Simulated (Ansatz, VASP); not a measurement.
**Two plane-wave programs on SrCl2**

```
CELL_PARAMETERS angstrom
0.00000 3.62492 3.48550
3.34608 0.00000 3.48550
3.34608 3.62492 0.00000
ATOMIC_POSITIONS crystal
Sr 0.00000 0.00000 0.00000
Cl 0.25000 0.25000 0.25000
Cl 0.75000 0.75000 0.75000
```

Change from the starting cell: strain -0.0400 x Voigt [1, -1, 0, 0, 0, 0], atoms carried along.

Alike in both runs: task single point; functional r2SCAN; k mesh 6 × 6 × 6; occupations gaussian, width 0.05 eV; no spin polarisation.

|  | VASP | Ansatz |
| --- | --- | --- |
| version | VASP 6.6.1 | Ansatz 0.2.0 |
| potentials or method | VASP PAW PBE potentials, release 64 (Sr_sv, Cl), cutoff 520 eV | scalar-relativistic, plane waves, PAW |
| valence electrons in the cell | 24 | 24 |

VASP gave:

* gap on the k mesh at the Fermi level (eV): 5.51
* least direct gap on the mesh (eV): 5.66
* pressure (GPa): 0.6
* traceless stress, the component that is largest in VASP (GPa): 2.29

Task: What did Ansatz give for the same quantities?

Result: gap on the k mesh at the Fermi level (eV): 5.51; least direct gap on the mesh (eV): 5.66; pressure (GPa): 0.5; traceless stress, the component that is largest in VASP (GPa): 2.31.

VASP's potentials were made for PBE, not for r2SCAN.
